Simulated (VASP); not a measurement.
Here is a VASP 6.6.1 calculation.

INCAR

```
SYSTEM = Mo
PREC     = Accurate       ! precision mode
ENCUT    = 520            ! plane-wave cutoff, eV
EDIFF    = 1E-6           ! SCF threshold, eV
ISMEAR   = -1             ! smearing method
SIGMA    = 0.1            ! smearing width, eV
LREAL    = .FALSE.        ! projectors in reciprocal space
LASPH    = .TRUE.         ! aspherical terms in the spheres
NELM     = 60             ! most SCF steps
ALGO     = Normal         ! electronic algorithm
ISIF     = 2              ! what is computed and relaxed
LWAVE    = .FALSE.        ! write WAVECAR
LCHARG   = .FALSE.        ! write CHGCAR
GGA      = CA             ! functional
NBANDS   = 21             ! bands
```

KPOINTS

```
Automatic mesh
0
G
  16 16 8
  0 0 0
```

Contents of POSCAR:

```
Mo
1.0
   -1.8879010717      1.8877487679      1.3036405554
    1.8877487679     -1.8879010717      1.3036405554
    3.1105723228      3.1105723228     -1.3039195001
Mo
2
Direct
    0.9999662344      0.0000337656      0.0000000000
    0.7500337656      0.2499662344      0.5000000000
```

Potentials or basis: VASP PAW LDA potentials, release 64 (Mo_sv).

Command:

```bash
$ cat potpaw_LDA.64/Mo_sv/POTCAR > POTCAR
$ mpirun -np 1 vasp_std > vasp.out
```

Question: Predict the band gap on the k mesh.

Answer: Zero (bands 14 and 15 overlap by 1.94 eV).

Question: What does it give for the largest force?

Answer: 0.004 eV/Å.

Question: Estimate the pressure.

Answer: 1.1 GPa.

Stress tensor (GPa, compression positive):
```
 1.09  0.14 -0.01
 0.14  1.09 -0.01
-0.01 -0.01  1.04
```
